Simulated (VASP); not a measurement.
# Sr (Fm-3m) in VASP: notebook

The runs below take Sr through single point, relaxation of cell and atoms, with PBE.

Program: VASP 6.6.1. These are calculated values, not measurements. Logs are shortened: lines on timing, memory, paths and dates and some standing lists are left out, and cuts for length are marked.

## 1. The cell of the first run

The structure is cubic, space group Fm-3m (No. 225). Conventional cell: a = 6.030 Å, b = 6.030 Å, c = 6.030 Å, α = 90.00°, β = 90.00°, γ = 90.00°. Sr (site symmetry m-3m) has 12 Sr at 4.26 Å within 5.6 Å.

## 2. Single point, PBE

Input file INCAR:

```
PREC = Accurate ; ENCUT = 520
EDIFF = 1E-6 ; ISMEAR = -1
SIGMA = 0.02 ; LREAL = False
LASPH = True ; NELM = 100
ALGO = Normal ; ISIF = 2
LWAVE = False ; LCHARG = False
GGA = PE ; NBANDS = 11
```

Input file KPOINTS:

```
Automatic mesh
0
Gamma
  6 6 6
```

Input file POSCAR:

```
Sr
1.0
    0.0000000000      3.0148960685      3.0148960685
    3.0148960685      0.0000000000      3.0148960685
    3.0148960685      3.0148960685      0.0000000000
Sr
1
Direct
    0.0000000000      0.0000000000      0.0000000000
```

Potentials or basis: VASP PAW PBE potentials, release 64 (Sr_sv).

Command:

```console
$ cat potpaw_PBE.64/Sr_sv/POTCAR > POTCAR
$ mpirun -np 1 vasp_std > vasp.out
```

OUTCAR:

```text
PREC = Accurate
   ENCUT = 520
   EDIFF = 1E-6
   ISMEAR = -1
   LREAL = False
   LASPH = True
   NELM = 100
   ISIF = 2
   GGA = PE

 ion  position               nearest neighbor table
   1  0.000  0.000  0.000-

  LATTYP: Found a face centered cubic cell.
 ALAT       =     6.0297921370

  Lattice vectors:

 A1 = (   0.0000000000,   3.0148960685,   3.0148960685)
 A2 = (   3.0148960685,   0.0000000000,   3.0148960685)
 A3 = (   3.0148960685,   3.0148960685,   0.0000000000)

Analysis of symmetry for initial positions (statically):
=====================================================================
 Subroutine PRICEL returns:
 Original cell was already a primitive cell.

 Routine SETGRP: Setting up the symmetry group for a
 face centered cubic supercell.

 Subroutine GETGRP returns: Found 48 space group operations
 (whereof 48 operations were pure point group operations)
 out of a pool of 48 trial point group operations.

The static configuration has the point symmetry O_h .

Analysis of symmetry for dynamics (positions and initial velocities):
=====================================================================
 Subroutine PRICEL returns:
 Original cell was already a primitive cell.

 Routine SETGRP: Setting up the symmetry group for a
 face centered cubic supercell.

 Subroutine GETGRP returns: Found 48 space group operations
 (whereof 48 operations were pure point group operations)
 out of a pool of 48 trial point group operations.

The dynamic configuration has the point symmetry O_h .

 Subroutine INISYM returns: Found 48 space group operations
 (whereof 48 operations are pure point group operations),
 and found     1 'primitive' translations

----------------------------------------------------------------------------------------

                                     Primitive cell

  volume of cell :      54.8084

  direct lattice vectors                    reciprocal lattice vectors
     0.000000000  3.014896069  3.014896069    -0.165843196  0.165843196  0.165843196
     3.014896069  0.000000000  3.014896069     0.165843196 -0.165843196  0.165843196
     3.014896069  3.014896069  0.000000000     0.165843196  0.165843196 -0.165843196

  length of vectors
     4.263706909  4.263706909  4.263706909     0.287248842  0.287248842  0.287248842

  position of ions in fractional coordinates (direct lattice)
     0.000000000  0.000000000  0.000000000

  ion indices of the primitive-cell ions
   primitive index   ion index
                 1           1

----------------------------------------------------------------------------------------

 KPOINTS: Automatic mesh

Automatic generation of k-mesh.
 Grid dimensions read from file:
 generate k-points for:    6    6    6

 Generating k-lattice:

  Cartesian coordinates                     Fractional coordinates (reciprocal lattice)
    -0.027640533  0.027640533  0.027640533     0.166666667  0.000000000  0.000000000
     0.027640533 -0.027640533  0.027640533     0.000000000  0.166666667  0.000000000
     0.027640533  0.027640533 -0.027640533     0.000000000  0.000000000  0.166666667

  Length of vectors
     0.047874807  0.047874807  0.047874807

  Shift w.r.t. Gamma in fractional coordinates (k-lattice)
     0.000000000  0.000000000  0.000000000

 Subroutine IBZKPT returns following result:
 ===========================================

 Found     16 irreducible k-points:

 Following reciprocal coordinates:
            Coordinates               Weight
  0.000000  0.000000  0.000000      1.000000
  0.166667  0.000000  0.000000      8.000000
  0.333333  0.000000  0.000000      8.000000
  0.500000  0.000000  0.000000      4.000000
  0.166667  0.166667  0.000000      6.000000
  0.333333  0.166667  0.000000     24.000000
[... 8 lines left out ...]
 -0.333333  0.333333  0.166667     24.000000
 -0.333333  0.500000  0.166667     12.000000
   k-points           NKPTS =     16   k-points in BZ     NKDIM =     16   number of bands    NBANDS=     11
   number of dos      NEDOS =    301   number of ions     NIONS =      1
   total plane-waves  NPLWV =  32768
   dimension x,y,z NGX =    32 NGY =   32 NGZ =   32
   dimension x,y,z NGXF=    64 NGYF=   64 NGZF=   64
   ions per type =               1
   NGX,Y,Z   is equivalent  to a cutoff of  12.48, 12.48, 12.48 a.u.
   NGXF,Y,Z  is equivalent  to a cutoff of  24.95, 24.95, 24.95 a.u.
 SYSTEM =  unknown system
   PREC   = accura    normal or accurate (medium, high low for compatibility)
   ISTART =      0    job   : 0-new  1-cont  2-samecut
   ICHARG =      2    charge: 1-file 2-atom 10-const
   ISPIN  =      1    spin polarized calculation?
   LNONCOLLINEAR =      F non collinear calculations
   LSORBIT =      F    spin-orbit coupling
   LASPH  =      T    aspherical Exc in radial PAW
   ENCUT  =  520.0 eV  38.22 Ry    6.18 a.u.   7.93  7.93  7.93*2*pi/ulx,y,z
   NELM   =    100;   NELMIN=  2; NELMDL= -5     # of ELM steps
   EDIFF  = 0.1E-05   stopping-criterion for ELM
   LREAL  =      F    real-space projection
   EDIFFG = 0.1E-04   stopping-criterion for IOM
   NSW    =      0    number of steps for IOM
   IBRION =     -1    ionic relax: 0-MD 1-quasi-New 2-CG
   NFREE  =      0    steps in history (QN), initial steepest desc. (CG)
   ISIF   =      2    stress and relaxation
   ISYM   =      2    0-nonsym 1-usesym 2-fastsym
   POTIM  = 0.5000    time-step for ionic-motion
   TEBEG  =    0.0;   TEEND  =   0.0 temperature during run
   PSTRESS=    0.0 pullay stress
   NELECT =      10.0000    total number of electrons
   NUPDOWN=      -1.0000    fix difference up-down
   EMIN   =  10.00;   EMAX   =-10.00  energy-range for DOS
   EFERMI =   0.00;   METHOD = LEGACY
   ISMEAR =    -1;   SIGMA  =   0.02  broadening in eV -4-tet -1-fermi 0-gaus
   EFERMI_NEDOS =   21; number of points for ismear=-14 and -15
   IALGO  =     38    algorithm
   IMIX   =      4    mixing-type and parameters
     AMIX     =   0.40;   BMIX     =  1.00
     AMIX_MAG =   1.60;   BMIX_MAG =  1.00
  volume/ion in A,a.u.               =      54.81       369.87
  Fermi-wavevector in a.u.,A,eV,Ry     =   0.928523  1.754653 11.730321  0.862154
  Thomas-Fermi vector in A             =   2.054708
   LORBIT       =      0    0 simple, 1 ext, 2 COOP (PROOUT), +10 PAW based schemes
   GGA     = PE    functional components
   LHFCALC =     F    Hartree Fock is set to
   AEXX    =    0.0000 exact exchange contribution
   IVDW    =     0    specifies the selected vdW correction
   LEPSILON=     F    determine dielectric tensor
   LRPA    =     F    only Hartree local field effects (RPA)
 non-spin polarized calculation
  energy-cutoff  :      520.00
  volume of cell :       54.81
 maximum number of plane-waves:      1492
   NGX = 15   NGY = 15   NGZ = 15

 number of electron      10.0000000 magnetization

 Free energy of the ion-electron system (eV)
  ---------------------------------------------------
  ext. energy  EPLUGINS =         0.00000000
  ---------------------------------------------------
  free energy    TOTEN  =        -1.61241216 eV

  energy without entropy =       -1.60663990  energy(sigma->0) =       -1.60952603

 E-fermi :   1.6025     XC(G=0):  -7.3585

 val. band max:        1.5885470906   @ k =  -0.3333   0.3333   0.1667
 cond. band min:       1.6171714192   @ k =  -0.3333   0.3333   0.1667
 fundamental gap:      0.0286243286
 Fermi energy:         1.6025264999

 k-point     1 :       0.0000    0.0000    0.0000
  band No.  band energies     occupation
      1     -35.0010      2.00000
      2     -16.8893      2.00000
      3     -16.8893      2.00000
      4     -16.8893      2.00000
      5      -2.0545      2.00000
      6       3.9490      0.00000
      7       3.9490      0.00000
      8       3.9490      0.00000
      9       5.4234      0.00000
     10       5.4234      0.00000
     11       8.7086      0.00000

 k-point     2 :       0.1667    0.0000    0.0000
  band No.  band energies     occupation
      1     -34.9974      2.00000
      2     -16.9400      2.00000
      3     -16.8961      2.00000
      4     -16.8961      2.00000
      5      -1.6164      2.00000
      6       3.3558      0.00000
      7       4.1056      0.00000
      8       4.1056      0.00000
      9       5.2498      0.00000
     10       5.2498      0.00000
     11       9.1442      0.00000

 k-point     3 :       0.3333    0.0000    0.0000
  band No.  band energies     occupation
      1     -34.9904      2.00000
      2     -17.0390      2.00000
      3     -16.9097      2.00000
      4     -16.9097      2.00000
      5      -0.4856      2.00000
      6       2.3734      0.00000
      7       3.9668      0.00000
      8       3.9668      0.00000
      9       5.7711      0.00000
     10       5.7711      0.00000
     11       7.7971      0.00000

 k-point     4 :       0.5000    0.0000    0.0000
  band No.  band energies     occupation
      1     -34.9868      2.00000
      2     -17.0874      2.00000
      3     -16.9165      2.00000
      4     -16.9165      2.00000
      5       0.4772      2.00000
      6       1.6644      0.08677
      7       3.7899      0.00000
      8       3.7899      0.00000
      9       6.4686      0.00000
     10       6.4686      0.00000
     11       7.2352      0.00000
[... 127 lines left out ...]
 k-point    14 :       0.5000    0.3333    0.1667
  band No.  band energies     occupation
      1     -34.9857      2.00000
      2     -17.0371      2.00000
      3     -16.9698      2.00000
      4     -16.9336      2.00000
      5       0.4359      2.00000
      6       2.3087      0.00000
      7       2.7565      0.00000
      8       4.6155      0.00000
      9       5.4103      0.00000
     10       6.7277      0.00000
     11       7.5157      0.00000

 k-point    15 :      -0.3333    0.3333    0.1667
  band No.  band energies     occupation
      1     -34.9833      2.00000
      2     -17.0430      2.00000
      3     -16.9937      2.00000
      4     -16.9448      2.00000
      5       1.5885      1.33592
      6       1.6172      0.64940
      7       2.5901      0.00000
      8       4.3094      0.00000
      9       5.8475      0.00000
     10       6.8598      0.00000
     11       6.9107      0.00000

 k-point    16 :      -0.3333    0.5000    0.1667
  band No.  band energies     occupation
      1     -34.9822      2.00000
      2     -17.0475      2.00000
      3     -16.9904      2.00000
      4     -16.9630      2.00000
      5       1.4227      1.99975
      6       2.0738      0.00000
      7       2.4236      0.00000
      8       4.3707      0.00000
      9       6.7768      0.00000
     10       6.9716      0.00000
     11       7.0383      0.00000

------------------------ aborting loop because EDIFF is reached ----------------------------------------

  FORCE on cell =-STRESS in cart. coord.  units (eV):
  Direction    XX          YY          ZZ          XY          YZ          ZX
  --------------------------------------------------------------------------------------
  -------------------------------------------------------------------------------------
  Total        0.0075601      0.0075601      0.0075601      0.0000000      0.0000000      0.0000000
  in kB        0.2210007      0.2210007      0.2210007      0.0000000      0.0000000      0.0000000
  external PRESSURE =       0.2210007 kB  Pullay stress =       0.0000000 kB

 VOLUME and BASIS-vectors are now :
 -----------------------------------------------------------------------------
  energy-cutoff  :      520.00
  volume of cell :       54.81
      direct lattice vectors                 reciprocal lattice vectors
     0.000000000  3.014896069  3.014896069    -0.165843196  0.165843196  0.165843196
     3.014896069  0.000000000  3.014896069     0.165843196 -0.165843196  0.165843196
     3.014896069  3.014896069  0.000000000     0.165843196  0.165843196 -0.165843196

 POSITION                                       TOTAL-FORCE (eV/Angst)
 -----------------------------------------------------------------------------------
      0.00000      0.00000      0.00000         0.000000      0.000000      0.000000
 -----------------------------------------------------------------------------------
    total drift:                                0.000000      0.000000      0.000000

  FREE ENERGIE OF THE ION-ELECTRON SYSTEM (eV)
  ---------------------------------------------------
  free  energy   TOTEN  =        -1.6124121611 eV

  energy  without entropy=       -1.6066398963  energy(sigma->0) =       -1.60952603
```

Wall time 14 s (1 thread of Intel Xeon 8259CL, shared host); peak memory 0.17 GiB.

Results:

```
Free energy : -1.6124 eV
Pressure    : 0.0 GPa
```

## 3. Relaxation of cell and atoms, PBE

This run uses another cell than the first one, of 56.32 Å³/atom.

Input file INCAR:

```
PREC = Accurate
ENCUT = 600
EDIFF = 1E-6
ISMEAR = -1
SIGMA = 0.02
LREAL = F
LASPH = T
NELM = 100
ALGO = Normal
ISIF = 3
LWAVE = F
LCHARG = F
GGA = PE
IBRION = 2
NSW = 80
EDIFFG = -0.02
```

KPOINTS is that of step 2.

Input file POSCAR:

```
Sr
1.0
    0.0000000000      3.0423500000      3.0423500000
    3.0423500000      0.0000000000      3.0423500000
    3.0423500000      3.0423500000      0.0000000000
Sr
1
Direct
    0.0000000000      0.0000000000      0.0000000000
```

Potentials or basis: VASP PAW PBE potentials, release 64 (Sr_sv).

Command:

```console
$ cat potpaw_PBE.64/Sr_sv/POTCAR > POTCAR
$ mpirun -np 1 vasp_std > vasp.out
```

Wall time 43 s (1 thread of Intel Xeon 8259CL, shared host); peak memory 0.21 GiB.

Results (log left out):

```
Free energy                           : -1.6124 eV
Relaxed volume                        : 54.68 Å³/atom
Relaxed cell                          : a = 4.260 Å, b = 4.260 Å, c = 4.260 Å, α = 60.00°, β = 60.00°, γ = 60.00°
Space group after relaxing (to 0.1 Å) : Fm-3m (No. 225)
Energy gained by relaxing             : 1.3 meV/atom
Ionic steps                           : 3
Pressure after relaxing               : 0.0 GPa
```

The path:
```csv
step,energy change (eV),largest force (eV/Å),pressure (GPa),volume (Å³)
1,0.0000,0.0000,-0.29,56.32
2,-0.0011,0.0000,-0.12,55.48
3,-0.0013,0.0000,0.05,54.68
```

Final structure:
```
Sr
1.0
     0.00000    3.01246    3.01246
     3.01246    0.00000    3.01246
     3.01246    3.01246    0.00000
Sr
1
Cartesian
  0.0000 0.0000 0.0000
```

Levels at points of the mesh, in eV from the Fermi level:
```csv
k point,band 3,band 4,band 5,band 6,band 7,band 8
"(0.00, 0.00, 0.00)",-18.49,-18.49,-3.66,2.35,2.35,2.35
"(0.50, 0.00, 0.00)",-18.51,-18.51,-1.13,0.06,2.19,2.19
"(0.50, 0.50, 0.00)",-18.56,-18.56,-0.65,0.34,1.06,4.88
```
